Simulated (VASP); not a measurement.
# SnO2 (Pm) in VASP: further runs

SnO2 is run at these levels: LDA; tasks: single point.

All numbers are computed with VASP 6.6.1; they aren't measurements. Logs are shortened: lines on timing, memory, paths and dates and some standing lists are left out, and cuts for length are marked.

### 1 The cell of the first run

It takes space group Pm (No. 6, monoclinic). Conventional cell: a = 4.721 Å, b = 3.190 Å, c = 4.724 Å, α = 90.00°, β = 90.00°, γ = 90.00°. Within 2.6 Å of Sn (site symmetry m) lie 6 O at 1.99 to 2.13 Å. Within 2.6 Å of Sn (site symmetry m) lie 6 O at 1.94 to 2.15 Å. Within 2.6 Å of O (site symmetry m) lie 3 Sn at 1.99 to 2.15 Å and 1 O at 2.59 Å. Within 2.7 Å of O (site symmetry m) lie 3 Sn at 2.02 to 2.07 Å and 1 O at 2.59 Å. O (site symmetry m) has 3 Sn at 2.04 to 2.07 Å and 9 O at 2.59 to 2.97 Å within 3.0 Å. O (site symmetry m) has 3 Sn at 1.94 to 2.13 Å and 1 O at 2.59 Å within 2.6 Å.

### 2 Single point, LDA (atoms displaced along a vibrational mode)

Input file INCAR:

```
PREC = Accurate ; ENCUT = 520
EDIFF = 1E-6 ; ISMEAR = 0
SIGMA = 0.05 ; LREAL = False
LASPH = True ; NELM = 80
ALGO = Normal ; ISIF = 2
LWAVE = False ; LCHARG = False
NBANDS = 35
```

Input file KPOINTS:

```
regular mesh
0
Gamma
  6 6 8
```

Input file POSCAR:

```
SnO2
1.0
    4.7212714761      0.0000000000      0.0000000000
    0.0000000000      4.7242464798      0.0000000000
    0.0000000000      0.0000000000      3.1900193999
Sn O
2 4
Direct
    0.4983907958      0.4978497421      0.5000000000
   -0.0009379675     -0.0017139040      0.0000000000
    0.3211506564      0.3209078482      0.0000000000
    0.7994330822      0.1934278808      0.5000000000
    0.1882991452      0.8065721192      0.5000000000
    0.7100167194      0.7077636098      0.0000000000
```

Potentials or basis: VASP PAW LDA potentials, release 64 (Sn_d, O).

Command:

```console
> cat potpaw_LDA.64/Sn_d/POTCAR potpaw_LDA.64/O/POTCAR > POTCAR
> mpirun -np 1 vasp_std > vasp.out
```

OUTCAR:

```text
PREC = Accurate
   ENCUT = 520
   EDIFF = 1E-6
   ISMEAR = 0
   LREAL = False
   LASPH = True
   NELM = 80
   ISIF = 2

 ion  position               nearest neighbor table
   1  0.498  0.498  0.500-   3 1.99   3 1.99   4 2.02   5 2.07   6 2.13   6 2.13   2 3.70   2 3.70
                             2 3.70   2 3.70   2 3.70   2 3.70   2 3.70   2 3.70
   2  0.999  0.998  0.000-   6 1.94   5 2.04   5 2.04   4 2.07   4 2.07   3 2.15   1 3.70   1 3.70
                             1 3.70   1 3.70   1 3.70   1 3.70   1 3.70   1 3.70
   3  0.321  0.321  0.000-   1 1.99   1 1.99   2 2.15
   4  0.799  0.193  0.500-   1 2.02   2 2.07   2 2.07
   5  0.188  0.807  0.500-   2 2.04   2 2.04   1 2.07
   6  0.710  0.708  0.000-   2 1.94   1 2.13   1 2.13

  LATTYP: Found a simple orthorhombic cell.
 ALAT       =     3.1900193999
 B/A-ratio  =     1.4800134056
 C/A-ratio  =     1.4809460030

  Lattice vectors:

 A1 = (   0.0000000000,   0.0000000000,   3.1900193999)
 A2 = (   4.7212714761,   0.0000000000,   0.0000000000)
 A3 = (   0.0000000000,   4.7242464798,   0.0000000000)

Analysis of symmetry for initial positions (statically):
=====================================================================
 Subroutine PRICEL returns:
 Original cell was already a primitive cell.

 Routine SETGRP: Setting up the symmetry group for a
 simple orthorhombic supercell.

 Subroutine GETGRP returns: Found  2 space group operations
 (whereof  2 operations were pure point group operations)
 out of a pool of  8 trial point group operations.

The static configuration has the point symmetry C_1h.

Analysis of symmetry for dynamics (positions and initial velocities):
=====================================================================
 Subroutine PRICEL returns:
 Original cell was already a primitive cell.

 Routine SETGRP: Setting up the symmetry group for a
 simple orthorhombic supercell.

 Subroutine GETGRP returns: Found  2 space group operations
 (whereof  2 operations were pure point group operations)
 out of a pool of  8 trial point group operations.

The dynamic configuration has the point symmetry C_1h.

 Subroutine INISYM returns: Found  2 space group operations
 (whereof  2 operations are pure point group operations),
 and found     1 'primitive' translations

----------------------------------------------------------------------------------------

                                     Primitive cell

  volume of cell :      71.1516

  direct lattice vectors                    reciprocal lattice vectors
     4.721271476  0.000000000  0.000000000     0.211807350  0.000000000  0.000000000
     0.000000000  4.724246480  0.000000000     0.000000000  0.211673968  0.000000000
     0.000000000  0.000000000  3.190019400     0.000000000  0.000000000  0.313477717

  length of vectors
     4.721271476  4.724246480  3.190019400     0.211807350  0.211673968  0.313477717

  position of ions in fractional coordinates (direct lattice)
     0.498390796  0.497849742  0.500000000
     0.999062032  0.998286096  0.000000000
     0.321150656  0.320907848  0.000000000
     0.799433082  0.193427881  0.500000000
     0.188299145  0.806572119  0.500000000
     0.710016719  0.707763610  0.000000000

  ion indices of the primitive-cell ions
   primitive index   ion index
                 1           1
                 2           2
                 3           3
                 4           4
                 5           5
                 6           6

----------------------------------------------------------------------------------------

 KPOINTS: regular mesh

Automatic generation of k-mesh.
 Grid dimensions read from file:
 generate k-points for:    6    6    8

 Generating k-lattice:

  Cartesian coordinates                     Fractional coordinates (reciprocal lattice)
     0.035301225  0.000000000  0.000000000     0.166666667  0.000000000  0.000000000
     0.000000000  0.035278995  0.000000000     0.000000000  0.166666667  0.000000000
     0.000000000  0.000000000  0.039184715     0.000000000  0.000000000  0.125000000

  Length of vectors
     0.035301225  0.035278995  0.039184715

  Shift w.r.t. Gamma in fractional coordinates (k-lattice)
     0.000000000  0.000000000  0.000000000

 Subroutine IBZKPT returns following result:
 ===========================================

 Found    100 irreducible k-points:

 Following reciprocal coordinates:
            Coordinates               Weight
  0.000000  0.000000  0.000000      1.000000
  0.166667  0.000000  0.000000      2.000000
  0.333333  0.000000  0.000000      2.000000
  0.500000  0.000000  0.000000      1.000000
  0.000000  0.166667  0.000000      2.000000
  0.166667  0.166667  0.000000      2.000000
[... 16 lines left out ...]
  0.333333  0.000000  0.125000      4.000000
  0.500000  0.000000  0.125000      2.000000
 [... further k-points ...]
   k-points           NKPTS =    100   k-points in BZ     NKDIM =    100   number of bands    NBANDS=     35
   number of dos      NEDOS =    301   number of ions     NIONS =      6
   total plane-waves  NPLWV =  31104
   dimension x,y,z NGX =    36 NGY =   36 NGZ =   24
   dimension x,y,z NGXF=    72 NGYF=   72 NGZF=   48
   ions per type =               2   4
   NGX,Y,Z   is equivalent  to a cutoff of  12.68, 12.67, 12.51 a.u.
   NGXF,Y,Z  is equivalent  to a cutoff of  25.35, 25.34, 25.01 a.u.
 SYSTEM =  unknown system
   PREC   = accura    normal or accurate (medium, high low for compatibility)
   ISTART =      0    job   : 0-new  1-cont  2-samecut
   ICHARG =      2    charge: 1-file 2-atom 10-const
   ISPIN  =      1    spin polarized calculation?
   LNONCOLLINEAR =      F non collinear calculations
   LSORBIT =      F    spin-orbit coupling
   LASPH  =      T    aspherical Exc in radial PAW
   ENCUT  =  520.0 eV  38.22 Ry    6.18 a.u.   8.78  8.78  5.93*2*pi/ulx,y,z
   NELM   =     80;   NELMIN=  2; NELMDL= -5     # of ELM steps
   EDIFF  = 0.1E-05   stopping-criterion for ELM
   LREAL  =      F    real-space projection
   EDIFFG = 0.1E-04   stopping-criterion for IOM
   NSW    =      0    number of steps for IOM
   IBRION =     -1    ionic relax: 0-MD 1-quasi-New 2-CG
   NFREE  =      0    steps in history (QN), initial steepest desc. (CG)
   ISIF   =      2    stress and relaxation
   ISYM   =      2    0-nonsym 1-usesym 2-fastsym
   POTIM  = 0.5000    time-step for ionic-motion
   TEBEG  =    0.0;   TEEND  =   0.0 temperature during run
   PSTRESS=    0.0 pullay stress
   NELECT =      52.0000    total number of electrons
   NUPDOWN=      -1.0000    fix difference up-down
   EMIN   =  10.00;   EMAX   =-10.00  energy-range for DOS
   EFERMI =   0.00;   METHOD = LEGACY
   ISMEAR =     0;   SIGMA  =   0.05  broadening in eV -4-tet -1-fermi 0-gaus
   EFERMI_NEDOS =   21; number of points for ismear=-14 and -15
   IALGO  =     38    algorithm
   IMIX   =      4    mixing-type and parameters
     AMIX     =   0.40;   BMIX     =  1.00
     AMIX_MAG =   1.60;   BMIX_MAG =  1.00
  volume/ion in A,a.u.               =      11.86        80.03
  Fermi-wavevector in a.u.,A,eV,Ry     =   1.474623  2.786633 29.586045  2.174513
  Thomas-Fermi vector in A             =   2.589372
   LORBIT       =      0    0 simple, 1 ext, 2 COOP (PROOUT), +10 PAW based schemes
   GGA     = CA    functional components
   LHFCALC =     F    Hartree Fock is set to
   AEXX    =    0.0000 exact exchange contribution
   IVDW    =     0    specifies the selected vdW correction
   LEPSILON=     F    determine dielectric tensor
   LRPA    =     F    only Hartree local field effects (RPA)
 non-spin polarized calculation
 Gauss-broadening in eV      SIGMA  =   0.05
  energy-cutoff  :      520.00
  volume of cell :       71.15
 maximum number of plane-waves:      1944
 NGX is ok and might be reduce to    36
   NGX = 17   NGY = 17   NGZ = 11

 number of electron      51.9999992 magnetization

 Free energy of the ion-electron system (eV)
  ---------------------------------------------------
  ext. energy  EPLUGINS =         0.00000000
  ---------------------------------------------------
  free energy    TOTEN  =       -42.02285752 eV

  energy without entropy =      -42.02285752  energy(sigma->0) =      -42.02285752

 E-fermi :   6.2379     XC(G=0): -11.8257

 val. band max:        5.9466349459   @ k =   0.0000   0.0000   0.0000
 cond. band min:       7.1310431892   @ k =   0.0000   0.0000   0.0000
 fundamental gap:      1.1844082433
 Fermi energy:         6.2379132019

 k-point     1 :       0.0000    0.0000    0.0000
  band No.  band energies     occupation
      1     -15.1229      2.00000
      2     -14.3700      2.00000
      3     -14.0397      2.00000
      4     -14.0387      2.00000
      5     -13.9926      2.00000
      6     -13.9622      2.00000
[... 27 lines left out ...]
     34      17.9115      0.00000
     35      18.2889      0.00000

 k-point     2 :       0.1667    0.0000    0.0000
  band No.  band energies     occupation
      1     -15.0812      2.00000
      2     -14.4184      2.00000
      3     -14.0448      2.00000
      4     -14.0370      2.00000
      5     -13.9903      2.00000
      6     -13.9866      2.00000
[... 27 lines left out ...]
     34      17.9050      0.00000
     35      18.2472      0.00000

 k-point     3 :       0.3333    0.0000    0.0000
  band No.  band energies     occupation
      1     -14.9606      2.00000
      2     -14.5704      2.00000
      3     -14.0610      2.00000
      4     -14.0335      2.00000
      5     -14.0072      2.00000
      6     -13.9855      2.00000
[... 27 lines left out ...]
     34      17.9415      0.00000
     35      18.2541      0.00000
[... 723 lines left out ...]
 k-point    23 :       0.3333    0.0000    0.1250
  band No.  band energies     occupation
      1     -14.9056      2.00000
      2     -14.5475      2.00000
      3     -14.2231      2.00000
      4     -14.1056      2.00000
      5     -13.9789      2.00000
      6     -13.9470      2.00000
[... 27 lines left out ...]
     34      17.9453      0.00000
     35      18.2110      0.00000

 k-point    24 :       0.5000    0.0000    0.1250
  band No.  band energies     occupation
      1     -14.7631      2.00000
      2     -14.7160      2.00000
      3     -14.2295      2.00000
      4     -14.1057      2.00000
      5     -13.9633      2.00000
      6     -13.9556      2.00000
[... 27 lines left out ...]
     34      18.2316      0.00000
     35      18.3614      0.00000

 [... further k-points ...]

------------------------ aborting loop because EDIFF is reached ----------------------------------------

  FORCE on cell =-STRESS in cart. coord.  units (eV):
  Direction    XX          YY          ZZ          XY          YZ          ZX
  --------------------------------------------------------------------------------------
  -------------------------------------------------------------------------------------
  Total        1.2323781      1.2284632      1.5732526      0.6885973      0.0000000      0.0000000
  in kB       27.7504303     27.6622737     35.4261687     15.5056879      0.0000000      0.0000000
  external PRESSURE =      30.2796243 kB  Pullay stress =       0.0000000 kB

 VOLUME and BASIS-vectors are now :
 -----------------------------------------------------------------------------
  energy-cutoff  :      520.00
  volume of cell :       71.15
      direct lattice vectors                 reciprocal lattice vectors
     4.721271476  0.000000000  0.000000000     0.211807350  0.000000000  0.000000000
     0.000000000  4.724246480  0.000000000     0.000000000  0.211673968  0.000000000
     0.000000000  0.000000000  3.190019400     0.000000000  0.000000000  0.313477717

 POSITION                                       TOTAL-FORCE (eV/Angst)
 -----------------------------------------------------------------------------------
      2.35304      2.35196      1.59501         1.199585      1.618794      0.000000
      4.71684      4.71615      0.00000         0.828300      1.410989      0.000000
      1.51624      1.51605      0.00000        -1.461992     -1.327072      0.000000
      3.77434      0.91380      1.59501         0.580405      0.020934      0.000000
      0.88901      3.81045      1.59501         0.655306     -0.034300      0.000000
      3.35218      3.34365      0.00000        -1.801605     -1.689346      0.000000
 -----------------------------------------------------------------------------------
    total drift:                                0.000016     -0.000233      0.000002

  FREE ENERGIE OF THE ION-ELECTRON SYSTEM (eV)
  ---------------------------------------------------
  free  energy   TOTEN  =       -42.0228575173 eV

  energy  without entropy=      -42.0228575173  energy(sigma->0) =      -42.02285752
```

Run time: 74 s. Hardware: 1 thread of Intel Xeon 6975P-C (Granite Rapids), shared host; peak memory 0.28 GiB.

Results:

| Property | Result |
| --- | --- |
| Free energy | -42.0229 eV |
| Pressure | 3.0 GPa |
| Largest force | 2.470 eV/Å |
| Band gap on the k mesh | 1.18 eV |

Forces on the atoms (eV/Å):
```
Sn   1.200  1.619  0.000
Sn   0.828  1.411  0.000
O   -1.462 -1.327  0.000
O    0.580  0.021  0.000
O    0.655 -0.034  0.000
O   -1.802 -1.689  0.000
```

Levels at points of the mesh, in eV from the valence-band top:
```tsv
k point	band 23	band 24	band 25	band 26	band 27	band 28	band 29	band 30
(0.00, 0.00, 0.00)	-1.18	-0.86	-0.82	0.00	1.18	5.89	6.08	6.09
(0.50, 0.00, 0.00)	-1.29	-1.14	-0.87	-0.48	4.24	4.40	6.78	6.87
(0.00, 0.50, 0.00)	-1.27	-1.16	-0.81	-0.55	4.26	4.37	6.81	6.87
(0.50, 0.50, 0.00)	-1.37	-1.30	-0.94	-0.91	4.64	4.72	7.31	7.33
(0.00, 0.00, 0.50)	-1.78	-1.75	-1.30	-1.27	5.91	6.01	9.14	9.53
(0.50, 0.00, 0.50)	-1.15	-1.10	-0.73	-0.72	6.09	6.24	7.88	8.14
(0.00, 0.50, 0.50)	-1.16	-1.11	-0.72	-0.71	6.11	6.26	7.87	8.13
(0.50, 0.50, 0.50)	-1.14	-0.97	-0.85	-0.74	4.65	4.66	8.63	8.71
```

Caveat: the cell differs from its parent crystal (atoms displaced along a vibrational mode); the cell stands under pressure; spin-orbit coupling is left out, which moves the levels of the heavy elements; forces of over 1 eV/Å act on the atoms, so gaps and moduli don't describe the material at rest.

### 3 Single point, LDA (atoms displaced along a vibrational mode)

Input file INCAR:

```
SYSTEM = SnO2
  ALGO = Normal
  EDIFF = 1E-7
  ENCUT = 520
  ISIF = 2
  ISMEAR = 0
  LASPH = .True.
  LCHARG = .True.
  LELF = .True.
  LREAL = .False.
  LVHAR = .True.
  LWAVE = .False.
  NBANDS = 35
  NELM = 80
  PREC = Accurate
  SIGMA = 0.05
```

Input file KPOINTS:

```
k-points
0
Gamma
  6 6 8
  0 0 0
```

Input file POSCAR:

```
SnO2
1.0
    4.7212714761      0.0000000000      0.0000000000
    0.0000000000      4.7242464798      0.0000000000
    0.0000000000      0.0000000000      3.1900193999
Sn O
2 4
Direct
    0.5008046021      0.5010751289      0.5000000000
    0.0004689838      0.0008569520      0.0000000000
    0.2977751246      0.2994042547      0.0000000000
    0.8086339116      0.1934278808      0.5000000000
    0.1974999746      0.8065721192      0.5000000000
    0.6866411876      0.6862600163      0.0000000000
```

Potentials or basis: VASP PAW LDA potentials, release 64 (Sn_d, O).

Command:

```console
> cat potpaw_LDA.64/Sn_d/POTCAR potpaw_LDA.64/O/POTCAR > POTCAR
> mpirun -np 1 vasp_std > vasp.out
```

Wall time 84 s (1 thread of Intel Xeon 6975P-C (Granite Rapids), shared host); peak memory 0.28 GiB.

It converged, with:

| Quantity | Value |
| --- | --- |
| Free energy | -42.2162 eV |
| Pressure | 1.6 GPa |
| Largest force | 1.132 eV/Å |
| Band gap on the k mesh | 1.19 eV |

Forces in eV/Å, atoms in the order of the input:
```
Sn  -0.602 -0.811  0.000
Sn  -0.379 -0.670  0.000
O    0.830  0.769  0.000
O   -0.329  0.022  0.000
O   -0.288 -0.016  0.000
O    0.769  0.706  0.000
```

Stress tensor (GPa, compression positive):
```
1.37 0.38 0.00
0.38 1.36 0.00
0.00 0.00 1.94
```

Levels at points of the mesh, in eV from the valence-band top:
```csv
k point,band 24,band 25,band 26,band 27,band 28,band 29
"(0.00, 0.00, 0.00)",-0.82,-0.81,0.00,1.19,5.94,6.08
"(0.50, 0.00, 0.00)",-1.20,-0.76,-0.56,4.31,4.38,6.80
"(0.00, 0.50, 0.00)",-1.21,-0.73,-0.59,4.32,4.37,6.83
"(0.50, 0.50, 0.00)",-1.35,-0.92,-0.91,4.72,4.74,7.32
"(0.00, 0.00, 0.50)",-1.74,-1.29,-1.28,6.03,6.06,9.41
"(0.50, 0.00, 0.50)",-1.13,-0.72,-0.72,6.28,6.33,7.90
"(0.00, 0.50, 0.50)",-1.13,-0.72,-0.72,6.28,6.33,7.89
"(0.50, 0.50, 0.50)",-0.99,-0.85,-0.81,4.71,4.71,8.64
```

Caveat: the cell differs from its parent crystal (atoms displaced along a vibrational mode); spin-orbit coupling is left out, which moves the levels of the heavy elements; forces of over 1 eV/Å act on the atoms, so gaps and moduli don't describe the material at rest.
